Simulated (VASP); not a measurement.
# W (P6_3/mmc) in VASP: further runs

Runs on W. Level: revPBE. Tasks: single point.

Everything below comes from runs of VASP 6.6.1. Logs are shortened: lines on timing, memory, paths and dates and some standing lists are left out, and cuts for length are marked.

## Step 1: The cell of the first run

The structure is hexagonal, space group P6_3/mmc (No. 194). Conventional cell: a = 2.794 Å, b = 2.794 Å, c = 9.854 Å, α = 90.00°, β = 90.00°, γ = 120.00°. W (site symmetry -3m) has 12 W at 2.79 to 2.94 Å within 3.7 Å. W (site symmetry -6m2) has 12 W at 2.79 to 2.94 Å within 3.7 Å.

This isn't the form of W at room conditions, which is bcc.

## Step 2: Single point, revPBE

File INCAR:

```
ALGO = Normal ; EDIFF = 1E-6
ENCUT = 520 ; GGA = RE
ISIF = 2 ; ISMEAR = -1
LASPH = True ; LCHARG = False
LREAL = False ; LWAVE = False
NBANDS = 36 ; NELM = 80
PREC = Accurate ; SIGMA = 0.1
```

File KPOINTS:

```
k-points
0
Gamma
  13 13 4
```

File POSCAR:

```
W
1.0
    2.7937615910      0.0000000000      0.0000000000
   -1.3968807955      2.4194685099      0.0000000000
    0.0000000000      0.0000000000      9.8537940458
W
4
Direct
    0.0000000000      1.0000000000      0.0000000000
    1.0000000000      1.0000000000      0.5000000000
    0.3333333333      0.6666666667      0.2500000000
    0.6666666667      0.3333333333      0.7500000000
```

Potentials or basis: VASP PAW PBE potentials, release 64 (W_sv).

The run is started by

```bash
> cat potpaw_PBE.64/W_sv/POTCAR > POTCAR
> mpirun -np 1 vasp_std > vasp.out
```

OUTCAR:

```text
EDIFF = 1E-6
   ENCUT = 520
   GGA = RE
   ISIF = 2
   ISMEAR = -1
   LASPH = True
   LREAL = False
   NELM = 80
   PREC = Accurate

 ion  position               nearest neighbor table
   1  0.000  0.000  0.000-   3 2.94   4 2.94   3 2.94   4 2.94   4 2.94   3 2.94
   2  0.000  0.000  0.500-   3 2.94   4 2.94   3 2.94   4 2.94   4 2.94   3 2.94
   3  0.333  0.667  0.250-   1 2.94   2 2.94   1 2.94   2 2.94   1 2.94   2 2.94
   4  0.667  0.333  0.750-   1 2.94   2 2.94   1 2.94   2 2.94   1 2.94   2 2.94

  LATTYP: Found a hexagonal cell.
 ALAT       =     2.7937615910
 C/A-ratio  =     3.5270704836

  Lattice vectors:

 A1 = (   2.7937615910,   0.0000000000,   0.0000000000)
 A2 = (  -1.3968807955,   2.4194685099,   0.0000000000)
 A3 = (   0.0000000000,   0.0000000000,   9.8537940458)

Analysis of symmetry for initial positions (statically):
=====================================================================
 Subroutine PRICEL returns:
 Original cell was already a primitive cell.

 Routine SETGRP: Setting up the symmetry group for a
 hexagonal supercell.

 Subroutine GETGRP returns: Found 24 space group operations
 (whereof 12 operations were pure point group operations)
 out of a pool of 24 trial point group operations.

The static configuration has the point symmetry D_3d.
 The point group associated with its full space group is D_6h.

Analysis of symmetry for dynamics (positions and initial velocities):
=====================================================================
 Subroutine PRICEL returns:
 Original cell was already a primitive cell.

 Routine SETGRP: Setting up the symmetry group for a
 hexagonal supercell.

 Subroutine GETGRP returns: Found 24 space group operations
 (whereof 12 operations were pure point group operations)
 out of a pool of 24 trial point group operations.

The dynamic configuration has the point symmetry D_3d.
 The point group associated with its full space group is D_6h.

 Subroutine INISYM returns: Found 24 space group operations
 (whereof 12 operations are pure point group operations),
 and found     1 'primitive' translations

----------------------------------------------------------------------------------------

                                     Primitive cell

  volume of cell :      66.6059

  direct lattice vectors                    reciprocal lattice vectors
     2.793761591  0.000000000  0.000000000     0.357940349  0.206656957  0.000000000
[... 90 lines left out ...]
   EDIFF  = 0.1E-05   stopping-criterion for ELM
   LREAL  =      F    real-space projection
   EDIFFG = 0.1E-04   stopping-criterion for IOM
   NSW    =      0    number of steps for IOM
   IBRION =     -1    ionic relax: 0-MD 1-quasi-New 2-CG
   NFREE  =      0    steps in history (QN), initial steepest desc. (CG)
   ISIF   =      2    stress and relaxation
   ISYM   =      2    0-nonsym 1-usesym 2-fastsym
   POTIM  = 0.5000    time-step for ionic-motion
   TEBEG  =    0.0;   TEEND  =   0.0 temperature during run
   PSTRESS=    0.0 pullay stress
   NELECT =      56.0000    total number of electrons
   NUPDOWN=      -1.0000    fix difference up-down
   EMIN   =  10.00;   EMAX   =-10.00  energy-range for DOS
   EFERMI =   0.00;   METHOD = LEGACY
   ISMEAR =    -1;   SIGMA  =   0.10  broadening in eV -4-tet -1-fermi 0-gaus
   EFERMI_NEDOS =   21; number of points for ismear=-14 and -15
   IALGO  =     38    algorithm
   IMIX   =      4    mixing-type and parameters
     AMIX     =   0.40;   BMIX     =  1.00
     AMIX_MAG =   1.60;   BMIX_MAG =  1.00
  volume/ion in A,a.u.               =      16.65       112.37
  Fermi-wavevector in a.u.,A,eV,Ry     =   1.545136  2.919883 32.483144  2.387444
  Thomas-Fermi vector in A             =   2.650557
   LORBIT       =      0    0 simple, 1 ext, 2 COOP (PROOUT), +10 PAW based schemes
   GGA     = RE    functional components
   LHFCALC =     F    Hartree Fock is set to
   AEXX    =    0.0000 exact exchange contribution
   IVDW    =     0    specifies the selected vdW correction
   LEPSILON=     F    determine dielectric tensor
   LRPA    =     F    only Hartree local field effects (RPA)
 non-spin polarized calculation
  energy-cutoff  :      520.00
  volume of cell :       66.61
 maximum number of plane-waves:      1816
 NGX is ok and might be reduce to    24
   NGX = 11   NGY = 11   NGZ = 37

 number of electron      56.0000010 magnetization

 Free energy of the ion-electron system (eV)
  ---------------------------------------------------
  ext. energy  EPLUGINS =         0.00000000
  ---------------------------------------------------
  free energy    TOTEN  =       -48.20954475 eV

  energy without entropy =      -48.07688905  energy(sigma->0) =      -48.14321690

 E-fermi :  10.4540     XC(G=0): -13.3089

 val. band max:       10.4501477977   @ k =   0.4615   0.0769   0.2500
 cond. band min:      10.4662131260   @ k =   0.3077   0.0769   0.0000
 fundamental gap:      0.0160653283
 Fermi energy:        10.4540187976

 k-point     1 :       0.0000    0.0000    0.0000
  band No.  band energies     occupation
      1     -63.3703      2.00000
      2     -63.3482      2.00000
      3     -63.3154      2.00000
      4     -63.2932      2.00000
      5     -28.0628      2.00000
      6     -27.6438      2.00000
[... 925 lines left out ...]
     35      12.9988      0.00000
     36      13.0473      0.00000

 [... further k-points ...]

------------------------ aborting loop because EDIFF is reached ----------------------------------------

  FORCE on cell =-STRESS in cart. coord.  units (eV):
  Direction    XX          YY          ZZ          XY          YZ          ZX
  --------------------------------------------------------------------------------------
  -------------------------------------------------------------------------------------
  Total        0.1890822      0.1890822      0.1481435      0.0000000      0.0000000     -0.0000000
  in kB        4.5482926      4.5482926      3.5635296      0.0000000      0.0000000     -0.0000000
  external PRESSURE =       4.2200383 kB  Pullay stress =       0.0000000 kB

 VOLUME and BASIS-vectors are now :
 -----------------------------------------------------------------------------
  energy-cutoff  :      520.00
  volume of cell :       66.61
      direct lattice vectors                 reciprocal lattice vectors
     2.793761591  0.000000000  0.000000000     0.357940349  0.206656957  0.000000000
    -1.396880795  2.419468510  0.000000000     0.000000000  0.413313914  0.000000000
     0.000000000  0.000000000  9.853794046     0.000000000  0.000000000  0.101483753

 POSITION                                       TOTAL-FORCE (eV/Angst)
 -----------------------------------------------------------------------------------
      0.00000      0.00000      0.00000         0.000000      0.000000      0.000000
      0.00000      0.00000      4.92690         0.000000      0.000000      0.000000
     -0.00000      1.61298      2.46345         0.000000      0.000000     -0.000000
      1.39688      0.80649      7.39035        -0.000000     -0.000000     -0.000000
 -----------------------------------------------------------------------------------
    total drift:                               -0.000000      0.000000     -0.000000

  FREE ENERGIE OF THE ION-ELECTRON SYSTEM (eV)
  ---------------------------------------------------
  free  energy   TOTEN  =       -48.2095447526 eV

  energy  without entropy=      -48.0768890514  energy(sigma->0) =      -48.14321690
```

stdout:

```text
POSCAR found type information on POSCAR W
 POSCAR found :  1 types and       4 ions
 scaLAPACK will be used
 -----------------------------------------------------------------------------
|                                                                             |
|                                                                             |
|     You enforced a specific xc type in the INCAR file but a different       |
|     I HOPE YOU KNOW WHAT YOU ARE DOING!                                     |
|                                                                             |
 -----------------------------------------------------------------------------

 LDA part: xc-table for (Slater+PW92), standard interpolation
 POSCAR, INCAR and KPOINTS ok, starting setup
 FFT: planning ... GRIDC
 FFT: planning ... GRID_SOFT
 FFT: planning ... GRID
 WAVECAR not read
 entering main loop
```

It took 54 s on 1 thread of Intel Xeon 6975P-C (Granite Rapids), shared host; peak memory 0.26 GiB.

What came out:

```
Free energy            : -48.2095 eV
Pressure               : 0.4 GPa
Band gap on the k mesh : zero (bands 28 and 29 overlap by 1.61 eV)
```

Stress tensor (GPa, compression positive):
```
0.45 0.00 0.00
0.00 0.45 0.00
0.00 0.00 0.36
```

Caveat: the PAW data sets were made with another functional, which shifts forces and pressure a little; spin-orbit coupling is left out, which moves the levels of the heavy elements.

## Step 3: Single point, revPBE (14.65 Å³/atom)

This run uses another cell than the first one, of 14.65 Å³/atom.

File INCAR:

```
SYSTEM = W
  PREC = Accurate
  ENCUT = 520
  EDIFF = 1E-6
  ISMEAR = -1
  SIGMA = 0.1
  LREAL = .FALSE.
  LASPH = .TRUE.
  NELM = 80
  ALGO = Normal
  ISIF = 2
  LWAVE = .FALSE.
  LCHARG = .FALSE.
  GGA = RE
  NBANDS = 36
```

File KPOINTS:

```
regular mesh
0
G
  15 15 4
  0 0 0
```

File POSCAR:

```
W
1.0
    2.6772169526      0.0000000000      0.0000000000
   -1.3386084763      2.3185378924      0.0000000000
    0.0000000000      0.0000000000      9.4427328916
W
4
Direct
    0.0000000000      1.0000000000      0.0000000000
    1.0000000000      1.0000000000      0.5000000000
    0.3333333333      0.6666666667      0.2500000000
    0.6666666667      0.3333333333      0.7500000000
```

Potentials or basis: VASP PAW PBE potentials, release 64 (W_sv).

The run is started by

```bash
> cat potpaw_PBE.64/W_sv/POTCAR > POTCAR
> mpirun -np 1 vasp_std > vasp.out
```

Wall time 58 s (1 thread of Intel Xeon 6975P-C (Granite Rapids), shared host); peak memory 0.25 GiB.

It converged, with:

| Property | Result |
| --- | --- |
| Free energy | -47.1460 eV |
| Pressure | 46.6 GPa |
| Band gap on the k mesh | zero (bands 28 and 29 overlap by 2.53 eV) |

Stress tensor (GPa, compression positive):
```
49.61  0.00  0.00
 0.00 49.61  0.00
 0.00  0.00 40.50
```

Levels at points of the mesh, in eV from the Fermi level:
```
           k point  band 25  band 26  band 27  band 28  band 29  band 30  band 31  band 32
(0.00, 0.00, 0.00)    -0.77    -0.59    -0.59    -0.28    -0.28    -0.06    -0.06     0.07
(0.00, 0.00, 0.50)    -0.63    -0.63    -0.63    -0.63    -0.25    -0.25    -0.25    -0.25
```

Caveat: the stress differs along the axes, from 40 to 50 GPa; the PAW data sets were made with another functional, which shifts forces and pressure a little; spin-orbit coupling is left out, which moves the levels of the heavy elements.

## Step 4: Single point, revPBE (15.32 Å³/atom)

This run uses another cell than the first one, of 15.32 Å³/atom.

File INCAR:

```
PREC = Accurate ; ENCUT = 520
EDIFF = 1E-6 ; ISMEAR = -1
SIGMA = 0.1 ; LREAL = F
LASPH = T ; NELM = 80
ALGO = Normal ; ISIF = 2
LWAVE = F ; LCHARG = F
GGA = RE ; NBANDS = 36
```

File KPOINTS:

```
regular mesh
0
Gamma
  15 15 4
```

File POSCAR:

```
W
1.0
    2.7171813065      0.0000000000      0.0000000000
   -1.3585906533      2.3531480381      0.0000000000
    0.0000000000      0.0000000000      9.5836899848
W
4
Direct
    0.0000000000      1.0000000000      0.0000000000
    1.0000000000      1.0000000000      0.5000000000
    0.3333333333      0.6666666667      0.2500000000
    0.6666666667      0.3333333333      0.7500000000
```

Potentials or basis: VASP PAW PBE potentials, release 64 (W_sv).

The run is started by

```bash
> cat potpaw_PBE.64/W_sv/POTCAR > POTCAR
> mpirun -np 1 vasp_std > vasp.out
```

OUTCAR:

```text
PREC = Accurate
   ENCUT = 520
   EDIFF = 1E-6
   ISMEAR = -1
   LREAL = F
   LASPH = T
   NELM = 80
   ISIF = 2
   GGA = RE

 ion  position               nearest neighbor table
   1  0.000  0.000  0.000-   3 2.86   4 2.86   4 2.86   3 2.86   4 2.86   3 2.86
   2  0.000  0.000  0.500-   3 2.86   4 2.86   4 2.86   3 2.86   4 2.86   3 2.86
   3  0.333  0.667  0.250-   1 2.86   2 2.86   1 2.86   2 2.86   1 2.86   2 2.86
   4  0.667  0.333  0.750-   1 2.86   2 2.86   1 2.86   2 2.86   1 2.86   2 2.86

  LATTYP: Found a hexagonal cell.
 ALAT       =     2.7171813065
 C/A-ratio  =     3.5270704836

  Lattice vectors:

 A1 = (   2.7171813065,   0.0000000000,   0.0000000000)
 A2 = (  -1.3585906533,   2.3531480381,   0.0000000000)
 A3 = (   0.0000000000,   0.0000000000,   9.5836899848)

Analysis of symmetry for initial positions (statically):
=====================================================================
 Subroutine PRICEL returns:
 Original cell was already a primitive cell.

 Routine SETGRP: Setting up the symmetry group for a
 hexagonal supercell.

 Subroutine GETGRP returns: Found 24 space group operations
 (whereof 12 operations were pure point group operations)
 out of a pool of 24 trial point group operations.

The static configuration has the point symmetry D_3d.
 The point group associated with its full space group is D_6h.

Analysis of symmetry for dynamics (positions and initial velocities):
=====================================================================
 Subroutine PRICEL returns:
 Original cell was already a primitive cell.

 Routine SETGRP: Setting up the symmetry group for a
 hexagonal supercell.

 Subroutine GETGRP returns: Found 24 space group operations
 (whereof 12 operations were pure point group operations)
[... 121 lines left out ...]
   EFERMI =   0.00;   METHOD = LEGACY
   ISMEAR =    -1;   SIGMA  =   0.10  broadening in eV -4-tet -1-fermi 0-gaus
   EFERMI_NEDOS =   21; number of points for ismear=-14 and -15
   IALGO  =     38    algorithm
   IMIX   =      4    mixing-type and parameters
     AMIX     =   0.40;   BMIX     =  1.00
     AMIX_MAG =   1.60;   BMIX_MAG =  1.00
  volume/ion in A,a.u.               =      15.32       103.38
  Fermi-wavevector in a.u.,A,eV,Ry     =   1.588683  3.002176 34.339938  2.523914
  Thomas-Fermi vector in A             =   2.687649
   LORBIT       =      0    0 simple, 1 ext, 2 COOP (PROOUT), +10 PAW based schemes
   GGA     = RE    functional components
   LHFCALC =     F    Hartree Fock is set to
   AEXX    =    0.0000 exact exchange contribution
   IVDW    =     0    specifies the selected vdW correction
   LEPSILON=     F    determine dielectric tensor
   LRPA    =     F    only Hartree local field effects (RPA)
 non-spin polarized calculation
  energy-cutoff  :      520.00
  volume of cell :       61.28
 maximum number of plane-waves:      1680
   NGX = 11   NGY = 11   NGZ = 35

 number of electron      55.9999992 magnetization

 Free energy of the ion-electron system (eV)
  ---------------------------------------------------
  ext. energy  EPLUGINS =         0.00000000
  ---------------------------------------------------
  free energy    TOTEN  =       -47.76262297 eV

  energy without entropy =      -47.63823247  energy(sigma->0) =      -47.70042772

 E-fermi :  11.6362     XC(G=0): -13.7813

 val. band max:       11.6327515484   @ k =   0.0667   0.0667   0.5000
 cond. band min:      11.6381929092   @ k =   0.3333   0.0667   0.0000
 fundamental gap:      0.0054413608
 Fermi energy:        11.6361958776

 k-point     1 :       0.0000    0.0000    0.0000
  band No.  band energies     occupation
      1     -62.0509      2.00000
      2     -62.0129      2.00000
      3     -61.9817      2.00000
      4     -61.9433      2.00000
      5     -26.9458      2.00000
      6     -26.3861      2.00000
[... 925 lines left out ...]
     35      16.6327      0.00000
     36      16.8187      0.00000

 [... further k-points ...]

------------------------ aborting loop because EDIFF is reached ----------------------------------------

  FORCE on cell =-STRESS in cart. coord.  units (eV):
  Direction    XX          YY          ZZ          XY          YZ          ZX
  --------------------------------------------------------------------------------------
  -------------------------------------------------------------------------------------
  Total       11.4192273     11.4192273      9.2407865     -0.0000000      0.0000000      0.0000000
  in kB      298.5703491    298.5703491    241.6122195     -0.0000000      0.0000000      0.0000000
  external PRESSURE =     279.5843059 kB  Pullay stress =       0.0000000 kB

 VOLUME and BASIS-vectors are now :
 -----------------------------------------------------------------------------
  energy-cutoff  :      520.00
  volume of cell :       61.28
      direct lattice vectors                 reciprocal lattice vectors
     2.717181307  0.000000000  0.000000000     0.368028441  0.212481319  0.000000000
    -1.358590653  2.353148038  0.000000000     0.000000000  0.424962639  0.000000000
     0.000000000  0.000000000  9.583689985     0.000000000  0.000000000  0.104343943

 POSITION                                       TOTAL-FORCE (eV/Angst)
 -----------------------------------------------------------------------------------
      0.00000      0.00000      0.00000         0.000000     -0.000000      0.000000
      0.00000      0.00000      4.79184         0.000000     -0.000000      0.000000
     -0.00000      1.56877      2.39592        -0.000000      0.000000     -0.000000
      1.35859      0.78438      7.18777         0.000000     -0.000000     -0.000000
 -----------------------------------------------------------------------------------
    total drift:                                0.000000     -0.000000      0.000000

  FREE ENERGIE OF THE ION-ELECTRON SYSTEM (eV)
  ---------------------------------------------------
  free  energy   TOTEN  =       -47.7626229676 eV

  energy  without entropy=      -47.6382324667  energy(sigma->0) =      -47.70042772
```

OSZICAR:

```text
N       E                     dE             d eps       ncg     rms          rms(c)
DAV:   1     0.699239672855E+03    0.69924E+03   -0.31811E+04  5832   0.184E+03
DAV:   2    -0.128904196428E+02   -0.71213E+03   -0.69729E+03  6064   0.579E+02
DAV:   3    -0.488218087189E+02   -0.35931E+02   -0.34480E+02  6872   0.123E+02
DAV:   4    -0.498434406708E+02   -0.10216E+01   -0.99250E+00  6924   0.183E+01
DAV:   5    -0.498619233874E+02   -0.18483E-01   -0.18430E-01  6744   0.242E+00    0.432E+01
DAV:   6    -0.482375599323E+02    0.16244E+01   -0.21198E+00  6392   0.113E+01    0.184E+01
DAV:   7    -0.477773010620E+02    0.46026E+00   -0.13668E+00  6604   0.829E+00    0.903E-01
DAV:   8    -0.477687628600E+02    0.85382E-02   -0.67699E-02  7076   0.260E+00    0.502E-01
DAV:   9    -0.477625777267E+02    0.61851E-02   -0.30451E-02  6904   0.160E+00    0.105E-01
DAV:  10    -0.477626372954E+02   -0.59569E-04   -0.11051E-03  6544   0.273E-01    0.512E-02
DAV:  11    -0.477626325778E+02    0.47176E-05   -0.58884E-05  6860   0.572E-02    0.381E-02
DAV:  12    -0.477626235149E+02    0.90629E-05   -0.21321E-05  6600   0.402E-02    0.565E-03
DAV:  13    -0.477626229676E+02    0.54723E-06   -0.14757E-06  3796   0.122E-02
   1 F= -.47762623E+02 E0= -.47700428E+02  d E =-.124391E+00
```

stdout:

```text
POSCAR found type information on POSCAR W
 POSCAR found :  1 types and       4 ions
 scaLAPACK will be used
 -----------------------------------------------------------------------------
|                                                                             |
|                                                                             |
|     You enforced a specific xc type in the INCAR file but a different       |
|     I HOPE YOU KNOW WHAT YOU ARE DOING!                                     |
|                                                                             |
 -----------------------------------------------------------------------------

 LDA part: xc-table for (Slater+PW92), standard interpolation
 POSCAR, INCAR and KPOINTS ok, starting setup
 FFT: planning ... GRIDC
 FFT: planning ... GRID_SOFT
 FFT: planning ... GRID
 WAVECAR not read
 entering main loop
```

It took 58 s on 1 thread of Intel Xeon 6975P-C (Granite Rapids), shared host; peak memory 0.25 GiB.

What came out:

```yaml
Free_energy: -47.7626 eV
Pressure: 28.0 GPa
Band_gap_on_the_k_mesh: zero (bands 28 and 29 overlap by 2.29 eV)
```

Stress tensor (GPa, compression positive):
```
29.86  0.00  0.00
 0.00 29.86  0.00
 0.00  0.00 24.16
```

Caveat: the stress differs along the axes, from 24 to 30 GPa; the PAW data sets were made with another functional, which shifts forces and pressure a little; spin-orbit coupling is left out, which moves the levels of the heavy elements.

[end of part 1 of 2]

The gap in the log of VASP goes by the Fermi energy; the results here count the filled bands.